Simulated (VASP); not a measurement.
# GeH4 in VASP: further runs

Aim: see how the results for GeH4 move with the level of theory and the settings. Levels: PBE+D3(BJ), PBE, RPBE. Tasks: single point.

Everything below comes from runs of VASP 6.6.1. Logs are shortened: lines on timing, memory, paths and dates and some standing lists are left out, and cuts for length are marked.

### 1 The cell of the first run

The cell holds a molecule in a box, 5 atoms: a = 12.801 Å, b = 13.301 Å, c = 13.801 Å, α = 90.00°, β = 90.00°, γ = 90.00°.

### 2 Single point, PBE+D3(BJ)

Input file INCAR:

```
SYSTEM = GeH4
PREC = Accurate
ENCUT = 410
EDIFF = 1E-6
ISMEAR = 0
SIGMA = 0.005
LREAL = .False.
LASPH = .True.
NELM = 120
ALGO = Normal
ISIF = 2
LWAVE = .False.
LCHARG = .False.
GGA = PE
IVDW = 12
NBANDS = 17
GGA_COMPAT = .False.
NELMDL = -8
```

Input file KPOINTS:

```
regular mesh
0
Gamma
  1 1 1
  0 0 0
```

Input file POSCAR:

```
GeH4
1.0
   12.8008860920      0.0000000000      0.0000000000
    0.0000000000     13.3008860920      0.0000000000
    0.0000000000      0.0000000000     13.8008860920
Ge H
1 4
Direct
    0.5028834576      0.5048254336      0.5007971269
    0.4043882204      0.4687416407      0.4477781773
    0.4778818713      0.5208524401      0.6084536281
    0.5892351022      0.4254650045      0.4907398767
    0.5399697285      0.6042839612      0.4561361010
```

Potentials or basis: VASP PAW PBE potentials, release 64 (Ge_d, H).

The run is started by

```console
$ cat potpaw_PBE.64/Ge_d/POTCAR potpaw_PBE.64/H/POTCAR > POTCAR
$ mpirun -np 1 vasp_gam > vasp.out
```

OUTCAR:

```text
SYSTEM = GeH4
   PREC = Accurate
   ENCUT = 410
   EDIFF = 1E-6
   ISMEAR = 0
   LREAL = .False.
   LASPH = .True.
   NELM = 120
   ISIF = 2
   GGA = PE
   IVDW = 12
   NELMDL = -8
 IVDW          = 12

 ion  position               nearest neighbor table
   1  0.503  0.505  0.501-   5 1.53   3 1.53   4 1.53   2 1.53
   2  0.404  0.469  0.448-   1 1.53
   3  0.478  0.521  0.608-   1 1.53
   4  0.589  0.425  0.491-   1 1.53
   5  0.540  0.604  0.456-   1 1.53

  LATTYP: Found a simple orthorhombic cell.
 ALAT       =    12.8008860920
 B/A-ratio  =     1.0390597960
 C/A-ratio  =     1.0781195921

  Lattice vectors:

 A1 = (  12.8008860920,   0.0000000000,   0.0000000000)
 A2 = (   0.0000000000,  13.3008860920,   0.0000000000)
 A3 = (   0.0000000000,   0.0000000000,  13.8008860920)

Analysis of symmetry for initial positions (statically):
=====================================================================
 Subroutine PRICEL returns:
 Original cell was already a primitive cell.

 Routine SETGRP: Setting up the symmetry group for a
 simple orthorhombic supercell.

 Subroutine GETGRP returns: Found  1 space group operations
 (whereof  1 operations were pure point group operations)
 out of a pool of  8 trial point group operations.

The static configuration has the point symmetry C_1 .

Analysis of symmetry for dynamics (positions and initial velocities):
=====================================================================
 Subroutine PRICEL returns:
 Original cell was already a primitive cell.

 Routine SETGRP: Setting up the symmetry group for a
 simple orthorhombic supercell.

 Subroutine GETGRP returns: Found  1 space group operations
 (whereof  1 operations were pure point group operations)
 out of a pool of  8 trial point group operations.

The dynamic configuration has the point symmetry C_1 .

 Subroutine INISYM returns: Found  1 space group operations
 (whereof  1 operations are pure point group operations),
 and found     1 'primitive' translations

----------------------------------------------------------------------------------------

                                     Primitive cell

  volume of cell :    2349.7820

  direct lattice vectors                    reciprocal lattice vectors
    12.800886092  0.000000000  0.000000000     0.078119592  0.000000000  0.000000000
     0.000000000 13.300886092  0.000000000     0.000000000  0.075182961  0.000000000
     0.000000000  0.000000000 13.800886092     0.000000000  0.000000000  0.072459116

  length of vectors
    12.800886092 13.300886092 13.800886092     0.078119592  0.075182961  0.072459116

  position of ions in fractional coordinates (direct lattice)
     0.502883458  0.504825434  0.500797127
     0.404388220  0.468741641  0.447778177
     0.477881871  0.520852440  0.608453628
     0.589235102  0.425465004  0.490739877
     0.539969728  0.604283961  0.456136101

  ion indices of the primitive-cell ions
   primitive index   ion index
                 1           1
                 2           2
                 3           3
                 4           4
                 5           5

----------------------------------------------------------------------------------------

 KPOINTS: regular mesh

Automatic generation of k-mesh.
 Grid dimensions read from file:
 generate k-points for:    1    1    1

 Generating k-lattice:

  Cartesian coordinates                     Fractional coordinates (reciprocal lattice)
     0.078119592  0.000000000  0.000000000     1.000000000  0.000000000  0.000000000
     0.000000000  0.075182961  0.000000000     0.000000000  1.000000000  0.000000000
     0.000000000  0.000000000  0.072459116     0.000000000  0.000000000  1.000000000

  Length of vectors
     0.078119592  0.075182961  0.072459116

  Shift w.r.t. Gamma in fractional coordinates (k-lattice)
     0.000000000  0.000000000  0.000000000

 Subroutine IBZKPT returns following result:
 ===========================================

 Found      1 irreducible k-points:

 Following reciprocal coordinates:
            Coordinates               Weight
  0.000000  0.000000  0.000000      1.000000
   k-points           NKPTS =      1   k-points in BZ     NKDIM =      1   number of bands    NBANDS=     17
   number of dos      NEDOS =    301   number of ions     NIONS =      5
   total plane-waves  NPLWV = 777600
   dimension x,y,z NGX =    90 NGY =   90 NGZ =   96
   dimension x,y,z NGXF=   180 NGYF=  180 NGZF=  192
   ions per type =               1   4
   NGX,Y,Z   is equivalent  to a cutoff of  11.69, 11.25, 11.56 a.u.
   NGXF,Y,Z  is equivalent  to a cutoff of  23.38, 22.50, 23.13 a.u.
 SYSTEM =  GeH4
   PREC   = accura    normal or accurate (medium, high low for compatibility)
   ISTART =      0    job   : 0-new  1-cont  2-samecut
   ICHARG =      2    charge: 1-file 2-atom 10-const
   ISPIN  =      1    spin polarized calculation?
   LNONCOLLINEAR =      F non collinear calculations
   LSORBIT =      F    spin-orbit coupling
   LASPH  =      T    aspherical Exc in radial PAW
   ENCUT  =  410.0 eV  30.13 Ry    5.49 a.u.  21.13 21.96 22.79*2*pi/ulx,y,z
   NELM   =    120;   NELMIN=  2; NELMDL= -8     # of ELM steps
   EDIFF  = 0.1E-05   stopping-criterion for ELM
   LREAL  =      F    real-space projection
[... 7 lines left out ...]
   TEBEG  =    0.0;   TEEND  =   0.0 temperature during run
   PSTRESS=    0.0 pullay stress
   NELECT =      18.0000    total number of electrons
   NUPDOWN=      -1.0000    fix difference up-down
   EMIN   =  10.00;   EMAX   =-10.00  energy-range for DOS
   EFERMI =   0.00;   METHOD = LEGACY
   ISMEAR =     0;   SIGMA  =   0.01  broadening in eV -4-tet -1-fermi 0-gaus
   EFERMI_NEDOS =   21; number of points for ismear=-14 and -15
   IALGO  =     38    algorithm
   IMIX   =      4    mixing-type and parameters
     AMIX     =   0.40;   BMIX     =  1.00
     AMIX_MAG =   1.60;   BMIX_MAG =  1.00
  volume/ion in A,a.u.               =     469.96      3171.42
  Fermi-wavevector in a.u.,A,eV,Ry     =   0.322718  0.609849  1.417004  0.104147
  Thomas-Fermi vector in A             =   1.211338
   LORBIT       =      0    0 simple, 1 ext, 2 COOP (PROOUT), +10 PAW based schemes
   GGA     = PE    functional components
   LHFCALC =     F    Hartree Fock is set to
   AEXX    =    0.0000 exact exchange contribution
   IVDW    =    12    specifies the selected vdW correction
   LEPSILON=     F    determine dielectric tensor
   LRPA    =     F    only Hartree local field effects (RPA)
 non-spin polarized calculation
 Gauss-broadening in eV      SIGMA  =   0.01
  energy-cutoff  :      410.00
  volume of cell :     2349.78
 maximum number of plane-waves:     22125
 NGX is ok and might be reduce to    90
   NGX = 43   NGY = 43   NGZ = 45

 number of electron      18.0000006 magnetization

 Free energy of the ion-electron system (eV)
  ---------------------------------------------------
  ext. energy  EPLUGINS =         0.00000000
  ---------------------------------------------------
  free energy    TOTEN  =       -17.51466566 eV

  energy without entropy =      -17.51466566  energy(sigma->0) =      -17.51466566

 E-fermi :  -8.1746     XC(G=0):  -0.4518

 val. band max:       -8.2116117328   @ k =   0.0000   0.0000   0.0000
 cond. band min:      -0.7248096816   @ k =   0.0000   0.0000   0.0000
 fundamental gap:      7.4868020513
 Fermi energy:        -8.1745760290

 k-point     1 :       0.0000    0.0000    0.0000
  band No.  band energies     occupation
      1     -28.4975      2.00000
      2     -28.4974      2.00000
      3     -28.4974      2.00000
      4     -28.4210      2.00000
      5     -28.4208      2.00000
      6     -14.0480      2.00000
[... 9 lines left out ...]
     16       0.6396      0.00000
     17       0.6951      0.00000

------------------------ aborting loop because EDIFF is reached ----------------------------------------

 Edisp (eV)   -0.04823

 E8    (eV) :    -0.0155

  FORCE on cell =-STRESS in cart. coord.  units (eV):
  Direction    XX          YY          ZZ          XY          YZ          ZX
  --------------------------------------------------------------------------------------
  -------------------------------------------------------------------------------------
  Total      -0.29158    -0.29199    -0.29767     0.00276     0.00132    -0.00170
  in kB      -0.19881    -0.19909    -0.20296     0.00188     0.00090    -0.00116
  external pressure =       -0.20 kB  Pullay stress =        0.00 kB

 VOLUME and BASIS-vectors are now :
 -----------------------------------------------------------------------------
  energy-cutoff  :      410.00
  volume of cell :     2349.78
      direct lattice vectors                 reciprocal lattice vectors
    12.800886092  0.000000000  0.000000000     0.078119592  0.000000000  0.000000000
     0.000000000 13.300886092  0.000000000     0.000000000  0.075182961  0.000000000
     0.000000000  0.000000000 13.800886092     0.000000000  0.000000000  0.072459116

 POSITION                                       TOTAL-FORCE (eV/Angst)
 -----------------------------------------------------------------------------------
      6.43735      6.71463      6.91144        -0.001671      0.001231     -0.001502
      5.17653      6.23468      6.17974         0.020436      0.005874      0.013366
      6.11731      6.92780      8.39720         0.004630     -0.003354     -0.024434
      7.54273      5.65906      6.77265        -0.017875      0.017465      0.001474
      6.91209      8.03751      6.29508        -0.005520     -0.021216      0.011096
 -----------------------------------------------------------------------------------
    total drift:                                0.000022      0.000752      0.001083

  FREE ENERGIE OF THE ION-ELECTRON SYSTEM (eV)
  ---------------------------------------------------
  free  energy   TOTEN  =       -17.5628912238 eV

  energy  without entropy=      -17.5628912238  energy(sigma->0) =      -17.56289122
```

It used 330 s of CPU time on 1 thread of AMD EPYC 7R13 Processor (Zen 3) (shared host).

What came out:

```yaml
Free_energy: -17.5629 eV
Largest_force: 0.025 eV/Å
Gap_between_the_frontier_levels: 7.49 eV
Dispersion_energy_per_atom: -0.010 eV
```

Forces in eV/Å, atoms in the order of the input:
```
Ge  -0.002  0.001 -0.002
H    0.020  0.006  0.013
H    0.005 -0.003 -0.024
H   -0.018  0.017  0.001
H   -0.006 -0.021  0.011
```

### 3 Single point, PBE

Input file INCAR:

```
PREC     = Accurate       # precision mode
ENCUT    = 410            # plane-wave cutoff, eV
EDIFF    = 1E-6           # SCF threshold, eV
ISMEAR   = 0              # smearing method
SIGMA    = 0.005          # smearing width, eV
LREAL    = False          # projectors in reciprocal space
LASPH    = True           # aspherical terms in the spheres
NELM     = 120            # most SCF steps
ALGO     = Normal         # electronic algorithm
ISIF     = 2              # what is computed and relaxed
LWAVE    = False          # write WAVECAR
LCHARG   = False          # write CHGCAR
GGA      = PE             # functional
NBANDS   = 17             # bands
GGA_COMPAT= False        
NELMDL   = -8
```

Input file KPOINTS:

```
regular mesh
0
Gamma
  1 1 1
```

Input file POSCAR:

```
GeH4
1.0
   12.8008860920      0.0000000000      0.0000000000
    0.0000000000     13.3008860920      0.0000000000
    0.0000000000      0.0000000000     13.8008860920
Ge H
1 4
Direct
    0.5028834600      0.5048254300      0.5007971300
    0.4043882200      0.4687416400      0.4477781800
    0.4778818700      0.5208524400      0.6084536300
    0.5892351000      0.4254650000      0.4907398800
    0.5399697300      0.6042839600      0.4561361000
```

Potentials or basis: VASP PAW PBE potentials, release 64 (Ge_d, H).

The run is started by

```console
$ cat potpaw_PBE.64/Ge_d/POTCAR potpaw_PBE.64/H/POTCAR > POTCAR
$ mpirun -np 1 vasp_gam > vasp.out
```

It used 200 s of CPU time on 1 thread of AMD EPYC 7R13 Processor (Zen 3), on a shared host.

The run converged. Its results:

```
Free energy                     : -17.5147 eV
Largest force                   : 0.023 eV/Å
Gap between the frontier levels : 7.49 eV
```

Forces in eV/Å, atoms in the order of the input:
```
Ge  -0.002  0.001 -0.002
H    0.019  0.005  0.013
H    0.004 -0.003 -0.023
H   -0.017  0.016  0.001
H   -0.005 -0.020  0.010
```

Levels at points of the mesh, in eV from the valence-band top:
```tsv
k point	band 5	band 6	band 7	band 8	band 9	band 10	band 11	band 12	band 13	band 14
(0.00, 0.00, 0.00)	-20.21	-5.84	0.00	0.00	0.00	7.49	8.43	8.45	8.48	8.54
```

### 4 Single point, RPBE

Input file INCAR:

```
SYSTEM = GeH4
  ALGO = Normal
  EDIFF = 1E-6
  ENCUT = 410
  GGA = RP
  GGA_COMPAT = .False.
  ISIF = 2
  ISMEAR = 0
  LASPH = .True.
  LCHARG = .True.
  LELF = .True.
  LREAL = .False.
  LVHAR = .True.
  LWAVE = .False.
  NBANDS = 17
  NELM = 120
  NELMDL = -8
  PREC = Accurate
  SIGMA = 0.005
```

Input file KPOINTS:

```
k-points
0
Gamma
  1 1 1
  0 0 0
```

POSCAR is that of step 3.

Potentials or basis: VASP PAW PBE potentials, release 64 (Ge_d, H).

The run is started by

```console
$ cat potpaw_PBE.64/Ge_d/POTCAR potpaw_PBE.64/H/POTCAR > POTCAR
$ mpirun -np 1 vasp_gam > vasp.out
```

OUTCAR:

```text
SYSTEM = GeH4
   EDIFF = 1E-6
   ENCUT = 410
   GGA = RP
   ISIF = 2
   ISMEAR = 0
   LASPH = .True.
   LREAL = .False.
   NELM = 120
   NELMDL = -8
   PREC = Accurate

 ion  position               nearest neighbor table
   1  0.503  0.505  0.501-   5 1.53   3 1.53   4 1.53   2 1.53
   2  0.404  0.469  0.448-   1 1.53
   3  0.478  0.521  0.608-   1 1.53
   4  0.589  0.425  0.491-   1 1.53
   5  0.540  0.604  0.456-   1 1.53

  LATTYP: Found a simple orthorhombic cell.
 ALAT       =    12.8008860920
 B/A-ratio  =     1.0390597960
 C/A-ratio  =     1.0781195921

  Lattice vectors:

 A1 = (  12.8008860920,   0.0000000000,   0.0000000000)
 A2 = (   0.0000000000,  13.3008860920,   0.0000000000)
 A3 = (   0.0000000000,   0.0000000000,  13.8008860920)

Analysis of symmetry for initial positions (statically):
=====================================================================
 Subroutine PRICEL returns:
 Original cell was already a primitive cell.

 Routine SETGRP: Setting up the symmetry group for a
 simple orthorhombic supercell.

 Subroutine GETGRP returns: Found  1 space group operations
 (whereof  1 operations were pure point group operations)
 out of a pool of  8 trial point group operations.

The static configuration has the point symmetry C_1 .

Analysis of symmetry for dynamics (positions and initial velocities):
=====================================================================
 Subroutine PRICEL returns:
 Original cell was already a primitive cell.

 Routine SETGRP: Setting up the symmetry group for a
 simple orthorhombic supercell.

 Subroutine GETGRP returns: Found  1 space group operations
 (whereof  1 operations were pure point group operations)
 out of a pool of  8 trial point group operations.

The dynamic configuration has the point symmetry C_1 .

 Subroutine INISYM returns: Found  1 space group operations
[... 96 lines left out ...]
   IALGO  =     38    algorithm
   IMIX   =      4    mixing-type and parameters
     AMIX     =   0.40;   BMIX     =  1.00
     AMIX_MAG =   1.60;   BMIX_MAG =  1.00
  volume/ion in A,a.u.               =     469.96      3171.42
  Fermi-wavevector in a.u.,A,eV,Ry     =   0.322718  0.609849  1.417004  0.104147
  Thomas-Fermi vector in A             =   1.211338
   LORBIT       =      0    0 simple, 1 ext, 2 COOP (PROOUT), +10 PAW based schemes
   GGA     = RP    functional components
   LHFCALC =     F    Hartree Fock is set to
   AEXX    =    0.0000 exact exchange contribution
   IVDW    =     0    specifies the selected vdW correction
   LEPSILON=     F    determine dielectric tensor
   LRPA    =     F    only Hartree local field effects (RPA)
 non-spin polarized calculation
 Gauss-broadening in eV      SIGMA  =   0.01
  energy-cutoff  :      410.00
  volume of cell :     2349.78
 maximum number of plane-waves:     22125
 NGX is ok and might be reduce to    90
   NGX = 43   NGY = 43   NGZ = 45

 number of electron      18.0000006 magnetization

 Free energy of the ion-electron system (eV)
  ---------------------------------------------------
  ext. energy  EPLUGINS =         0.00000000
  ---------------------------------------------------
  free energy    TOTEN  =       -17.65113096 eV

  energy without entropy =      -17.65113096  energy(sigma->0) =      -17.65113096

 E-fermi :  -8.1293     XC(G=0):  -0.4675

 val. band max:       -8.2070493203   @ k =   0.0000   0.0000   0.0000
 cond. band min:      -0.7786857552   @ k =   0.0000   0.0000   0.0000
 fundamental gap:      7.4283635651
 Fermi energy:        -8.1293497931

 k-point     1 :       0.0000    0.0000    0.0000
  band No.  band energies     occupation
      1     -28.5047      2.00000
      2     -28.5047      2.00000
      3     -28.5046      2.00000
      4     -28.4293      2.00000
      5     -28.4292      2.00000
      6     -13.9948      2.00000
[... 9 lines left out ...]
     16       0.5934      0.00000
     17       0.6481      0.00000

------------------------ aborting loop because EDIFF is reached ----------------------------------------

  FORCE on cell =-STRESS in cart. coord.  units (eV):
  Direction    XX          YY          ZZ          XY          YZ          ZX
  --------------------------------------------------------------------------------------
  -------------------------------------------------------------------------------------
  Total       -0.1609039     -0.1614166     -0.1672237      0.0027200      0.0012866     -0.0016608
  in kB       -0.1097108     -0.1100605     -0.1140200      0.0018546      0.0008772     -0.0011324
  external PRESSURE =      -0.1112637 kB  Pullay stress =       0.0000000 kB

 VOLUME and BASIS-vectors are now :
 -----------------------------------------------------------------------------
  energy-cutoff  :      410.00
  volume of cell :     2349.78
      direct lattice vectors                 reciprocal lattice vectors
    12.800886092  0.000000000  0.000000000     0.078119592  0.000000000  0.000000000
     0.000000000 13.300886092  0.000000000     0.000000000  0.075182961  0.000000000
     0.000000000  0.000000000 13.800886092     0.000000000  0.000000000  0.072459116

 POSITION                                       TOTAL-FORCE (eV/Angst)
 -----------------------------------------------------------------------------------
      6.43735      6.71463      6.91144        -0.001662      0.001219     -0.001547
      5.17653      6.23468      6.17974        -0.033181     -0.014559     -0.017722
      6.11731      6.92780      8.39720        -0.008987      0.005703      0.038772
      7.54273      5.65906      6.77265         0.029133     -0.027421     -0.004415
      6.91209      8.03751      6.29508         0.014696      0.035057     -0.015088
 -----------------------------------------------------------------------------------
    total drift:                                0.000036      0.000749      0.001100

  FREE ENERGIE OF THE ION-ELECTRON SYSTEM (eV)
  ---------------------------------------------------
  free  energy   TOTEN  =       -17.6511309635 eV

  energy  without entropy=      -17.6511309635  energy(sigma->0) =      -17.65113096
```

Wall time 13 min (1 thread of AMD EPYC 7R13 (Zen 3), shared host); peak memory 1.2 GiB.

What came out:

```
Free energy                     : -17.6511 eV
Largest force                   : 0.041 eV/Å
Gap between the frontier levels : 7.43 eV
```

Forces on the atoms (eV/Å):
```
Ge  -0.002  0.001 -0.002
H   -0.033 -0.015 -0.018
H   -0.009  0.006  0.039
H    0.029 -0.027 -0.004
H    0.015  0.035 -0.015
```

Caveat: the PAW data sets were made with another functional, which shifts forces and pressure a little.

### 5 Overview

```csv
level,gap on the mesh (eV),largest force (eV/Å)
PBE+D3(BJ),7.49,0.03
PBE,7.49,0.02
RPBE,7.43,0.04
```

Alike in all rows: task single point; potentials or basis VASP PAW PBE potentials, release 64 (Ge_d, H); no spin polarisation; cell as given; k mesh 1 × 1 × 1; cutoff (eV) 410; smearing gaussian 0.005 eV.

On the cell as given the gap runs from 7.43 eV (RPBE) to 7.49 eV (PBE+D3(BJ)).

Caveats: the PAW data sets were made with another functional, which shifts forces and pressure a little (at least some runs).

Absolute energies hang on the potentials; compare differences alone.
